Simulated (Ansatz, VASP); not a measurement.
## Two plane-wave programs on Cu2Au

```
CELL_PARAMETERS angstrom
0.00000 2.95793 2.95793
2.95793 0.00000 2.95793
2.95793 2.95793 0.00000
ATOMIC_POSITIONS crystal
Cu 0.25000 0.25000 0.25000
Cu 0.75000 0.75000 0.75000
Au 0.00000 0.00000 0.00000
```

Alike in both runs: functional PBE; k mesh 6 × 6 × 6; occupations gaussian, width 0.1 eV; no spin polarisation.

Ansatz relaxed the structure, and its values are those at the end. VASP's run is a single point on that final structure, the one shown.

|  | VASP | Ansatz |
| --- | --- | --- |
| version | VASP 6.6.1 | Ansatz 0.2.0 |
| potentials or method | VASP PAW PBE potentials, release 64 (Cu, Au), cutoff 520 eV | scalar-relativistic, plane waves, PAW |
| valence electrons in the cell | 33 | 57 |

|  | VASP | Ansatz | Ansatz less VASP |
| --- | --- | --- | --- |
| gap on the k mesh at the Fermi level (eV) | none | none | - |
| pressure (GPa) | 0.3 | 0.1 | -0.13 |

A gap of «none» marks a metal or a gap that the smearing closes. VASP's potentials hold 33 valence electrons a cell and Ansatz's 57, so a difference there can come from the potentials and not from the codes.

Neither program's run includes spin-orbit coupling.
